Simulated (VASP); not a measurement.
# Os: single point with BLYP

Crystal: Os.

```
CELL_PARAMETERS angstrom
2.56254 0.00000 0.00000
0.00000 2.56254 0.00000
0.00000 0.00000 2.56254
ATOMIC_POSITIONS crystal
Os 0.00000 0.00000 0.00000
```

This isn't the form of Os at room conditions, which is hcp.

```yaml
Program: VASP 6.6.1
Task: single point
Functional: BLYP
Potentials_or_basis: VASP PAW PBE potentials, release 64 (Os)
Cutoff: 520 eV
k_mesh: 14 × 14 × 14
Occupations: fermi-dirac, width 0.1 eV
Spin: no spin polarisation
Dipole_correction: no
Further_INCAR_settings: ALGO = Normal; EDIFF = 1e-07; NBANDS = 10
```

The pressure is 13.0 GPa. The band gap on the k mesh is zero (bands 4 and 5 overlap by 5.68 eV).

Levels at points of the mesh, in eV from the Fermi level:
| k point | band 1 | band 2 | band 3 | band 4 | band 5 | band 6 | band 7 | band 8 | band 9 |
| --- | --- | --- | --- | --- | --- | --- | --- | --- | --- |
| (0.00, 0.00, 0.00) | -9.22 | -5.89 | -5.89 | 2.24 | 2.24 | 2.24 | 15.57 | 15.57 | 15.57 |
| (0.50, 0.00, 0.00) | -6.14 | -5.07 | -0.96 | -0.96 | -0.83 | 2.57 | 7.06 | 15.88 | 20.19 |
| (0.50, 0.50, 0.00) | -6.51 | -4.49 | -0.35 | -0.35 | 4.61 | 4.68 | 4.68 | 12.54 | 15.00 |
| (0.50, 0.50, 0.50) | -5.14 | -5.14 | -5.14 | 4.84 | 4.84 | 8.95 | 11.21 | 11.21 | 11.21 |

Run time: 33 s on 1 thread of Intel Xeon 8259CL, with other jobs on the host, peak memory 0.14 GiB.

Caveat: the cell stands under pressure; the PAW data sets were made with another functional, which shifts forces and pressure a little; spin-orbit coupling is left out, which moves the levels of the heavy elements.
